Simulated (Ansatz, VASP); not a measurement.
## Y3W in VASP and in Ansatz

```
Y W
1.0
     5.93791    0.00000    0.00000
     0.00000    5.93791    0.00000
     0.00000    0.00000    5.93791
Y W
6 2
Direct
  0.00000 0.50000 0.25000
  0.00000 0.50000 0.75000
  0.25000 0.00000 0.50000
  0.75000 0.00000 0.50000
  0.50000 0.75000 0.00000
  0.50000 0.25000 0.00000
  0.00000 0.00000 0.00000
  0.50000 0.50000 0.50000
```

Alike in both runs: functional PBE; k mesh 6 × 6 × 6; occupations gaussian, width 0.1 eV; no spin polarisation.

Ansatz relaxed the structure, and its values are those at the end. VASP's run is a single point on that final structure, the one shown.

|  | VASP | Ansatz |
| --- | --- | --- |
| version | VASP 6.6.1 | Ansatz 0.2.0 |
| potentials or method | VASP PAW PBE potentials, release 64 (Y_sv, W_sv), cutoff 500 eV | scalar-relativistic, plane waves, PAW |
| valence electrons in the cell | 94 | 94 |

|  | VASP | Ansatz | Ansatz less VASP |
| --- | --- | --- | --- |
| gap on the k mesh at the Fermi level (eV) | none | none | - |
| pressure (GPa) | -0.1 | 0.0 | +0.14 |

A gap of «none» marks a metal or a gap that the smearing closes.

Spin-orbit coupling is off throughout.
